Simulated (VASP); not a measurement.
# La4HfO: single point with PBE

La4HfO:

```xyz
6
Lattice="0.0000 4.4663 4.4663 4.4663 0.0000 4.4663 4.4663 4.4663 0.0000" Properties=species:S:1:pos:R:3 pbc="T T T"
La    3.3630    3.3630    5.5697
La    3.3630    5.5697    3.3630
La    5.5697    3.3630    3.3630
La    5.5697    5.5697    5.5697
Hf    2.2332    2.2332    2.2332
O     0.0000    0.0000    0.0000
```

The cell was generated, and may not be a known phase.

```yaml
Program: VASP 6.6.1
Task: single point
Functional: PBE
Potentials_or_basis: VASP PAW PBE potentials, release 64 (La, Hf_pv, O)
Cutoff: 520 eV
k_mesh: 8 × 8 × 8
Occupations: gaussian, width 0.1 eV
Spin: no spin polarisation
```

```json
{"Pressure": "-0.1 GPa", "Largest force": "0.019 eV/Å", "Band gap on the k mesh": "zero (bands 30 and 31 overlap by 0.17 eV)"}
```

Forces on the atoms (eV/Å):
```
La   0.011  0.011 -0.011
La   0.011 -0.011  0.011
La  -0.011  0.011  0.011
La  -0.011 -0.011 -0.011
Hf   0.000  0.000  0.000
O    0.000  0.000  0.000
```

Levels at points of the mesh, in eV from the Fermi level:
```csv
k point,band 28,band 29,band 30,band 31,band 32,band 33
"(0.00, 0.00, 0.00)",-1.28,-0.25,-0.25,0.14,0.14,0.14
"(0.50, 0.00, 0.00)",-0.61,-0.29,-0.29,-0.11,0.38,0.38
"(0.50, 0.50, 0.00)",-0.44,-0.44,-0.33,0.32,0.53,0.55
```

Run time: 6.1 min on 1 thread of AMD EPYC 7R13 Processor (Zen 3) (shared host), peak memory 0.42 GiB.

Caveat: spin-orbit coupling is left out, which moves the levels of the heavy elements.
